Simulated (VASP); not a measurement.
# Sn8O15 (a cell with a defect) in VASP: notebook

Sn8O15 (a cell with a defect) is run at these levels: PBE; tasks: single point, relaxation of the atoms.

All numbers are computed with VASP 6.6.1; they aren't measurements. Logs are shortened: lines on timing, memory, paths and dates and some standing lists are left out, and cuts for length are marked.

### 1 The cell of the first run

The cell holds a defect, 23 atoms: a = 6.827 Å, b = 6.827 Å, c = 6.476 Å, α = 90.00°, β = 90.00°, γ = 90.00°.

### 2 Single point, PBE

The input, INCAR:

```
PREC = Accurate
ENCUT = 520
EDIFF = 1E-6
ISMEAR = -1
SIGMA = 0.01
LREAL = F
LASPH = T
NELM = 120
ALGO = Normal
ISIF = 2
LWAVE = F
LCHARG = T
GGA = PE
LELF = T
LVHAR = T
NELECT = 201.0
NBANDS = 118
GGA_COMPAT = F
```

The input, KPOINTS:

```
Automatic mesh
0
Gamma
  1 1 1
  0.25 0.25 0.25
```

The input, POSCAR:

```
Sn8O15
1.0
    4.8274600320      4.8274600320      0.0000000000
   -4.8274600320      4.8274600320      0.0000000000
    0.0000000000      0.0000000000      6.4759066843
Sn O
8 15
Direct
   -0.0057722497      0.4989002071      0.2406722603
    0.4994118517     -0.0006164949      0.2507917325
    0.0037018391     -0.0008699303     -0.0002860807
    0.4926376807      0.4994021531     -0.0002019996
   -0.0084724236      0.4996843864      0.7595178293
    0.5007734231     -0.0001689599      0.7489912218
    0.0011968918     -0.0008935153      0.4996487651
    0.5199483521      0.4999241827      0.4997941219
    0.0086543390      0.8028630967      0.2517511740
    0.4914226333      0.3085041921      0.2541232099
    0.0028535693      0.1948436209      0.2517581973
    0.4869460364      0.6904922925      0.2538229788
    0.3091405391      0.0011741931     -0.0007530283
    0.7984920876      0.5017859237      0.0010465114
    0.1903201779      0.4965953298     -0.0010414223
    0.6957022978     -0.0014482460      0.0007047341
    0.0064980056      0.8035427109      0.7473170836
    0.4948154964      0.3084803683      0.7458615387
    0.0031671822      0.1955759774      0.7478952251
    0.4940706379      0.6909396706      0.7465889777
    0.3069748633      0.0024371240      0.5002103304
    0.8204212661      0.5017451876      0.4993629679
    0.6949553124     -0.0027394155      0.4993162994
```

Potentials or basis: VASP PAW PBE potentials, release 64 (Sn_d, O).

Run with:

```sh
cat potpaw_PBE.64/Sn_d/POTCAR potpaw_PBE.64/O/POTCAR > POTCAR
mpirun -np 1 vasp_std > vasp.out
```

OUTCAR:

```text
PREC = Accurate
   ENCUT = 520
   EDIFF = 1E-6
   ISMEAR = -1
   LREAL = F
   LASPH = T
   NELM = 120
   ISIF = 2
   GGA = PE
   NELECT = 201.0

 ion  position               nearest neighbor table
   1  0.994  0.499  0.241-  14 2.05  22 2.05  15 2.06  11 2.08   9 2.08   5 3.12   5 3.36   8 3.65
                             4 3.74   3 3.75   3 3.76
   2  0.499  0.999  0.251-  21 2.08  13 2.08  23 2.09  16 2.10  12 2.11  10 2.11   6 3.23   6 3.25
                             3 3.75
   3  0.004  0.999  1.000-  13 2.09  16 2.10  11 2.11  17 2.11  19 2.11   9 2.11   7 3.24   7 3.24
                             5 3.75   1 3.75   2 3.75   1 3.76   5 3.76
   4  0.493  0.499  1.000-  15 2.06  14 2.09  20 2.10  18 2.10  12 2.10  10 2.10   8 3.24   8 3.24
                             1 3.74   5 3.74   5 3.76
   5  0.992  0.500  0.760-  14 2.05  22 2.05  15 2.06  17 2.08  19 2.08   1 3.12   1 3.36   8 3.63
                             4 3.74   3 3.75   3 3.76   4 3.76
   6  0.501  1.000  0.749-  13 2.08  21 2.08  23 2.09  16 2.10  18 2.11  20 2.11   2 3.23   2 3.25

   7  0.001  0.999  0.500-  17 2.09  21 2.09  11 2.09  23 2.09   9 2.09  19 2.09   3 3.24   3 3.24

   8  0.520  0.500  0.500-  22 2.05  10 2.07  18 2.07  12 2.07  20 2.07   4 3.24   4 3.24   5 3.63
                             1 3.65
   9  0.009  0.803  0.252-   1 2.08   7 2.09   3 2.11
  10  0.491  0.309  0.254-   8 2.07   4 2.10   2 2.11
  11  0.003  0.195  0.252-   1 2.08   7 2.09   3 2.11
  12  0.487  0.690  0.254-   8 2.07   4 2.10   2 2.11
  13  0.309  0.001  0.999-   6 2.08   2 2.08   3 2.09
  14  0.798  0.502  0.001-   5 2.05   1 2.05   4 2.09
  15  0.190  0.497  0.999-   1 2.06   5 2.06   4 2.06
  16  0.696  0.999  0.001-   2 2.10   3 2.10   6 2.10
  17  0.006  0.804  0.747-   5 2.08   7 2.09   3 2.11
  18  0.495  0.308  0.746-   8 2.07   4 2.10   6 2.11
  19  0.003  0.196  0.748-   5 2.08   7 2.09   3 2.11
  20  0.494  0.691  0.747-   8 2.07   4 2.10   6 2.11
  21  0.307  0.002  0.500-   2 2.08   6 2.08   7 2.09
  22  0.820  0.502  0.499-   5 2.05   8 2.05   1 2.05
  23  0.695  0.997  0.499-   7 2.09   6 2.09   2 2.09

  LATTYP: Found a simple tetragonal cell.
 ALAT       =     6.8270594491
 C/A-ratio  =     0.9485645661

  Lattice vectors:

 A1 = (   4.8274600320,   4.8274600320,   0.0000000000)
 A2 = (  -4.8274600320,   4.8274600320,   0.0000000000)
 A3 = (   0.0000000000,   0.0000000000,   6.4759066843)

Analysis of symmetry for initial positions (statically):
=====================================================================
 Subroutine PRICEL returns:
 Original cell was already a primitive cell.

 Routine SETGRP: Setting up the symmetry group for a
 simple tetragonal supercell.

 Subroutine GETGRP returns: Found  1 space group operations
 (whereof  1 operations were pure point group operations)
 out of a pool of 16 trial point group operations.

The static configuration has the point symmetry C_1 .

Analysis of symmetry for dynamics (positions and initial velocities):
=====================================================================
 Subroutine PRICEL returns:
 Original cell was already a primitive cell.

 Routine SETGRP: Setting up the symmetry group for a
 simple tetragonal supercell.

 Subroutine GETGRP returns: Found  1 space group operations
 (whereof  1 operations were pure point group operations)
 out of a pool of 16 trial point group operations.

The dynamic configuration has the point symmetry C_1 .

 Subroutine INISYM returns: Found  1 space group operations
 (whereof  1 operations are pure point group operations),
 and found     1 'primitive' translations

----------------------------------------------------------------------------------------

                                     Primitive cell

  volume of cell :     301.8339

  direct lattice vectors                    reciprocal lattice vectors
     4.827460032  4.827460032  0.000000000     0.103574136  0.103574136  0.000000000
    -4.827460032  4.827460032  0.000000000    -0.103574136  0.103574136  0.000000000
     0.000000000  0.000000000  6.475906684     0.000000000  0.000000000  0.154418531

  length of vectors
     6.827059449  6.827059449  6.475906684     0.146475947  0.146475947  0.154418531

  position of ions in fractional coordinates (direct lattice)
     0.994227750  0.498900207  0.240672260
     0.499411852  0.999383505  0.250791732
     0.003701839  0.999130070  0.999713919
     0.492637681  0.499402153  0.999798000
     0.991527576  0.499684386  0.759517829
     0.500773423  0.999831040  0.748991222
[... 15 lines left out ...]
     0.820421266  0.501745188  0.499362968
     0.694955312  0.997260584  0.499316299

  ion indices of the primitive-cell ions
   primitive index   ion index
                 1           1
                 2           2
                 3           3
                 4           4
                 5           5
                 6           6
[... 15 lines left out ...]
                22          22
                23          23

----------------------------------------------------------------------------------------

 KPOINTS: Automatic mesh

Automatic generation of k-mesh.
 Grid dimensions read from file:
 generate k-points for:    1    1    1

 Generating k-lattice:

  Cartesian coordinates                     Fractional coordinates (reciprocal lattice)
     0.103574136  0.103574136  0.000000000     1.000000000  0.000000000  0.000000000
    -0.103574136  0.103574136  0.000000000     0.000000000  1.000000000  0.000000000
     0.000000000  0.000000000  0.154418531     0.000000000  0.000000000  1.000000000

  Length of vectors
     0.146475947  0.146475947  0.154418531

  Shift w.r.t. Gamma in fractional coordinates (k-lattice)
     0.250000000  0.250000000  0.250000000

 Subroutine IBZKPT returns following result:
 ===========================================

 Found      4 irreducible k-points:

 Following reciprocal coordinates:
            Coordinates               Weight
  0.250000  0.250000  0.250000      2.000000
 -0.250000  0.250000  0.250000      2.000000
 -0.250000 -0.250000  0.250000      2.000000
  0.250000 -0.250000  0.250000      2.000000
   k-points           NKPTS =      4   k-points in BZ     NKDIM =      4   number of bands    NBANDS=    118
   number of dos      NEDOS =    301   number of ions     NIONS =     23
   total plane-waves  NPLWV = 139968
   dimension x,y,z NGX =    54 NGY =   54 NGZ =   48
   dimension x,y,z NGXF=   108 NGYF=  108 NGZF=   96
   ions per type =               8  15
   NGX,Y,Z   is equivalent  to a cutoff of  13.15, 13.15, 12.32 a.u.
   NGXF,Y,Z  is equivalent  to a cutoff of  26.30, 26.30, 24.64 a.u.
 SYSTEM =  unknown system
   PREC   = accura    normal or accurate (medium, high low for compatibility)
   ISTART =      0    job   : 0-new  1-cont  2-samecut
   ICHARG =      2    charge: 1-file 2-atom 10-const
   ISPIN  =      1    spin polarized calculation?
   LNONCOLLINEAR =      F non collinear calculations
   LSORBIT =      F    spin-orbit coupling
   LASPH  =      T    aspherical Exc in radial PAW
   ENCUT  =  520.0 eV  38.22 Ry    6.18 a.u.  12.69 12.69 12.04*2*pi/ulx,y,z
   NELM   =    120;   NELMIN=  2; NELMDL= -5     # of ELM steps
   EDIFF  = 0.1E-05   stopping-criterion for ELM
   LREAL  =      F    real-space projection
   EDIFFG = 0.1E-04   stopping-criterion for IOM
   NSW    =      0    number of steps for IOM
   IBRION =     -1    ionic relax: 0-MD 1-quasi-New 2-CG
   NFREE  =      0    steps in history (QN), initial steepest desc. (CG)
   ISIF   =      2    stress and relaxation
   ISYM   =      2    0-nonsym 1-usesym 2-fastsym
   POTIM  = 0.5000    time-step for ionic-motion
   TEBEG  =    0.0;   TEEND  =   0.0 temperature during run
   PSTRESS=    0.0 pullay stress
   NELECT =     201.0000    total number of electrons
   NUPDOWN=      -1.0000    fix difference up-down
   EMIN   =  10.00;   EMAX   =-10.00  energy-range for DOS
   EFERMI =   0.00;   METHOD = LEGACY
   ISMEAR =    -1;   SIGMA  =   0.01  broadening in eV -4-tet -1-fermi 0-gaus
   EFERMI_NEDOS =   21; number of points for ismear=-14 and -15
   IALGO  =     38    algorithm
   IMIX   =      4    mixing-type and parameters
     AMIX     =   0.40;   BMIX     =  1.00
     AMIX_MAG =   1.60;   BMIX_MAG =  1.00
  volume/ion in A,a.u.               =      13.12        88.56
  Fermi-wavevector in a.u.,A,eV,Ry     =   1.429610  2.701571 27.807374  2.043784
  Thomas-Fermi vector in A             =   2.549545
   LORBIT       =      0    0 simple, 1 ext, 2 COOP (PROOUT), +10 PAW based schemes
   GGA     = PE    functional components
   LHFCALC =     F    Hartree Fock is set to
   AEXX    =    0.0000 exact exchange contribution
   IVDW    =     0    specifies the selected vdW correction
   LEPSILON=     F    determine dielectric tensor
   LRPA    =     F    only Hartree local field effects (RPA)
 non-spin polarized calculation
  energy-cutoff  :      520.00
  volume of cell :      301.83
 maximum number of plane-waves:      8114
 NGX is ok and might be reduce to    50
   NGX = 25   NGY = 25   NGZ = 25

 number of electron     201.0000051 magnetization

 Free energy of the ion-electron system (eV)
  ---------------------------------------------------
  ext. energy  EPLUGINS =         0.00000000
  ---------------------------------------------------
  free energy    TOTEN  =      -146.97505860 eV

  energy without entropy =     -146.96131601  energy(sigma->0) =     -146.96818730

 E-fermi :   6.7170     XC(G=0): -10.7700

 val. band max:        6.7162816273   @ k =  -0.2500   0.2500   0.2500
 cond. band min:       6.7176698448   @ k =   0.2500   0.2500   0.2500
 fundamental gap:      0.0013882175
 Fermi energy:         6.7170190520

 k-point     1 :       0.2500    0.2500    0.2500
  band No.  band energies     occupation
      1     -15.7686      2.00000
      2     -15.5596      2.00000
      3     -15.5006      2.00000
      4     -15.4250      2.00000
      5     -15.3708      2.00000
      6     -15.2294      2.00000
[... 104 lines left out ...]
    111      12.4089      0.00000
    112      12.6143      0.00000

 k-point     2 :      -0.2500    0.2500    0.2500
  band No.  band energies     occupation
      1     -15.7683      2.00000
      2     -15.5602      2.00000
      3     -15.5006      2.00000
      4     -15.4236      2.00000
      5     -15.3716      2.00000
      6     -15.2299      2.00000
[... 104 lines left out ...]
    111      12.3945      0.00000
    112      12.6202      0.00000

 k-point     3 :      -0.2500   -0.2500    0.2500
  band No.  band energies     occupation
      1     -15.7683      2.00000
      2     -15.5596      2.00000
      3     -15.5006      2.00000
      4     -15.4211      2.00000
      5     -15.3765      2.00000
      6     -15.2299      2.00000
[... 104 lines left out ...]
    111      12.3962      0.00000
    112      12.6126      0.00000

 k-point     4 :       0.2500   -0.2500    0.2500
  band No.  band energies     occupation
      1     -15.7686      2.00000
      2     -15.5589      2.00000
      3     -15.5006      2.00000
      4     -15.4227      2.00000
      5     -15.3756      2.00000
      6     -15.2294      2.00000
[... 104 lines left out ...]
    111      12.4106      0.00000
    112      12.6212      0.00000
 [bands above 112 left out]

------------------------ aborting loop because EDIFF is reached ----------------------------------------

  FORCE on cell =-STRESS in cart. coord.  units (eV):
  Direction    XX          YY          ZZ          XY          YZ          ZX
  --------------------------------------------------------------------------------------
  -------------------------------------------------------------------------------------
  Total       -8.4913959     -8.2066331     -4.8698920      1.4755535      0.0200125      0.0168787
  in kB      -45.0735455    -43.5619840    -25.8500841      7.8324493      0.1062291      0.0895948
  external PRESSURE =     -38.1618712 kB  Pullay stress =       0.0000000 kB

 VOLUME and BASIS-vectors are now :
 -----------------------------------------------------------------------------
  energy-cutoff  :      520.00
  volume of cell :      301.83
      direct lattice vectors                 reciprocal lattice vectors
     4.827460032  4.827460032  0.000000000     0.103574136  0.103574136  0.000000000
    -4.827460032  4.827460032  0.000000000    -0.103574136  0.103574136  0.000000000
     0.000000000  0.000000000  6.475906684     0.000000000  0.000000000  0.154418531

 POSITION                                       TOTAL-FORCE (eV/Angst)
 -----------------------------------------------------------------------------------
      2.39117      7.20802      1.55857         0.010684      0.032260      0.020067
     -2.41359      7.23537      1.62410        -0.013762      0.010736     -0.008788
     -4.80539      4.84113      6.47405        -0.004837      0.002239      0.002409
     -0.03266      4.78903      6.47460         0.007086     -0.007382      0.031771
      2.37435      7.19877      4.91857         0.048200      0.012307     -0.003651
     -2.40918      7.24411      4.85040        -0.000014     -0.016218      0.006433
[... 15 lines left out ...]
      1.53840      6.38271      3.23383         0.002580     -0.023994     -0.013948
     -1.45937      8.16910      3.23353         0.007951      0.018765      0.001727
 -----------------------------------------------------------------------------------
    total drift:                               -0.003500     -0.001565      0.000119

  FREE ENERGIE OF THE ION-ELECTRON SYSTEM (eV)
  ---------------------------------------------------
  free  energy   TOTEN  =      -146.9750586036 eV

  energy  without entropy=     -146.9613160057  energy(sigma->0) =     -146.96818730
```

Run time: 7.2 min. Hardware: 1 thread of Intel Xeon Platinum 8375C at 2.90GHz (Ice Lake), shared host; peak memory 0.37 GiB.

Results:

```
Free energy   : -146.9751 eV
Largest force : 0.072 eV/Å
```

Forces on the atoms (eV/Å):
```
Sn   0.011  0.032  0.020
Sn  -0.014  0.011 -0.009
Sn  -0.005  0.002  0.002
Sn   0.007 -0.007  0.032
Sn   0.048  0.012 -0.004
Sn   0.000 -0.016  0.006
Sn  -0.001  0.022 -0.002
Sn  -0.030 -0.023 -0.007
O   -0.033 -0.003  0.002
O    0.038 -0.003 -0.024
O   -0.003  0.038  0.013
O    0.002  0.056  0.011
O   -0.008 -0.015  0.003
O   -0.017 -0.039  0.008
O    0.004  0.037 -0.033
O    0.012  0.000 -0.022
O    0.030 -0.018  0.035
O   -0.006 -0.015  0.016
O   -0.003 -0.004 -0.035
O   -0.058 -0.035 -0.024
O    0.016 -0.027  0.023
O    0.003 -0.024 -0.014
O    0.008  0.019  0.002
```

Caveat: the k points lie up to 0.49 Å⁻¹ apart, too coarse for converged energies and pressures of a metal; the cell carries a net charge on a neutralising background, which shifts energy and pressure; the cell is charged against a uniform background, so pressure and absolute levels hang on convention; spin-orbit coupling is left out, which moves the levels of the heavy elements; an odd number of electrons without spin polarisation forces a metal; a magnetic or distorted state may lie lower.

[end of part 1 of 2]
